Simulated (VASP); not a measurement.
Runs of VASP 6.6.1 on BaO. The structure is that of space group Fm-3m (No. 225), or close to it. The cells are those of the table. 

```csv
cell,gap on the mesh (eV),pressure (GPa)
"a = 3.850 Å, angles 60.0°, 2 atoms",1.62,1.7
"a = 3.889 Å, angles 60.0°, 2 atoms",1.75,(a)
"a = 3.810 Å, angles 60.0°, 2 atoms",1.48,4.8
"a = 3.928 Å, angles 60.0°, 2 atoms",1.86,(b)
"a = 3.965 Å, angles 60.0°, 2 atoms",1.95,-5.1
```

Alike in all rows: task single point; level LDA; potentials or basis VASP PAW LDA potentials, release 64 (Ba_sv, O); no spin polarisation; k mesh 6 × 6 × 6; cutoff (eV) 600; smearing gaussian 0.01 eV.

**Question.** Estimate the missing entries.

**Answer.** (a) -1.0; (b) -3.2.

Caveats: spin-orbit coupling is left out, which moves the levels of the heavy elements.

A k mesh can miss the band edges, and the runs leave out spin-orbit coupling on Ba.
